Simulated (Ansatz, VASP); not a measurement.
**ZrC in VASP and in Ansatz**

Contents of INCAR:

```
SYSTEM = ZrC
PREC = Accurate
ENCUT = 520
EDIFF = 1E-6
ISMEAR = 0
SIGMA = 0.15
LREAL = .False.
LASPH = .True.
NELM = 80
ALGO = Normal
ISIF = 2
LWAVE = .False.
LCHARG = .False.
GGA = PE
NBANDS = 15
```

File KPOINTS:

```
Automatic mesh
0
Gamma
  18 18 18
  0 0 0
```

File POSCAR:

```
ZrC
1.0
    0.0000000000      2.3502100000      2.4442184000
    2.3502100000      0.0000000000      2.4442184000
    2.3502100000      2.3502100000      0.0000000000
Zr C
1 1
Direct
    0.5000000000      0.5000000000      0.5000000000
    0.0000000000      0.0000000000      0.0000000000
```

Input for Ansatz:

```yaml
crystal:
  lattice:
    - [0.0, 2.35021, 2.4442184]
    - [2.35021, 0.0, 2.4442184]
    - [2.35021, 2.35021, 0.0]
  atoms:
    - { symbol: Zr, position: [0.5, 0.5, 0.5] }
    - { symbol: C, position: [0.0, 0.0, 0.0] }
basis:
  ecutwfc: 420
kpoints:
  mp_grid: { grid: [18, 18, 18] }
hamiltonian:
  xc: pbe
scf:
  occupations: { method: gaussian, width: 0.15 }
output:
  forces: true
  stress: true
  eigenvalues: true
```

Change from the starting cell: strain +0.000 along x and y, +0.040 along z, atoms carried along.

Alike in both runs: task single point; functional PBE; k mesh 18 × 18 × 18; occupations gaussian, width 0.15 eV; no spin polarisation.

|  | VASP | Ansatz |
| --- | --- | --- |
| version | VASP 6.6.1 | Ansatz 0.2.0 |
| potentials or method | VASP PAW PBE potentials, release 64 (Zr_sv, C), cutoff 520 eV | scalar-relativistic, plane waves, PAW |
| valence electrons in the cell | 16 | 16 |

|  | VASP | Ansatz | Ansatz less VASP |
| --- | --- | --- | --- |
| gap on the k mesh at the Fermi level (eV) | none | none | - |
| pressure (GPa) | -6.2 | -6.4 | -0.22 |
| traceless stress, the component that is largest in VASP (GPa) | -7.54 | -7.49 | +0.057 |

A gap of «none» marks a metal or a gap that the smearing closes.
